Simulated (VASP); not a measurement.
Wanted: the native input for a VASP 6.6.1 run.

```yaml
Task: single point
Functional: LDA
Potentials_or_basis: VASP PAW LDA potentials, release 64 (Be, Te)
Cutoff: 520 eV
k_mesh: 8 × 8 × 8
Occupations: gaussian, width 0.01 eV
Spin: no spin polarisation
Dipole_correction: no
Further_INCAR_settings: ALGO = Normal; EDIFF = 1e-06; NBANDS = 11
```

The structure of BeTe lies in POSCAR:

```
BeTe
1.0
    2.8049972137      2.8049972137      0.0000000000
   -2.8049972137      2.8049972137      0.0000000000
    0.0000000000      2.8049972137      2.7605616143
Be Te
1 1
Direct
    0.0000000000      0.0000000000      0.0000000000
    0.7500000000      0.2500000000      0.5000000000
```

This cell differs from its parent crystal: in-plane strain +0.01.

One way to write it, as run:

INCAR

```
SYSTEM = BeTe
ALGO     = Normal         ! electronic algorithm
EDIFF    = 1E-6           ! SCF threshold, eV
ENCUT    = 520            ! plane-wave cutoff, eV
ISIF     = 2              ! what is computed and relaxed
ISMEAR   = 0              ! smearing method
LASPH    = .TRUE.         ! aspherical terms in the spheres
LCHARG   = .FALSE.        ! write CHGCAR
LREAL    = .FALSE.        ! projectors in reciprocal space
LWAVE    = .FALSE.        ! write WAVECAR
NBANDS   = 11             ! bands
NELM     = 80             ! most SCF steps
PREC     = Accurate       ! precision mode
SIGMA    = 0.01           ! smearing width, eV
```

KPOINTS

```
k-points
0
G
  8 8 8
  0 0 0
```

Potentials or basis: VASP PAW LDA potentials, release 64 (Be, Te).

Run with:

```bash
$ cat potpaw_LDA.64/Be/POTCAR potpaw_LDA.64/Te/POTCAR > POTCAR
$ mpirun -np 1 vasp_std > vasp.out
```

Results of the run:

```
Pressure               : -0.6 GPa
Band gap on the k mesh : 1.67 eV, indirect (least direct gap 3.48 eV)
```

Caveat: the cell differs from its parent crystal (in-plane strain +0.01); spin-orbit coupling is left out, which moves the levels of the heavy elements.

Run time: 18 s on 1 thread of Intel(R) Xeon(R) Platinum 8259CL CPU @ 2.50GHz (Skylake/Cascade Lake), with other jobs on the host, peak memory 0.17 GiB.
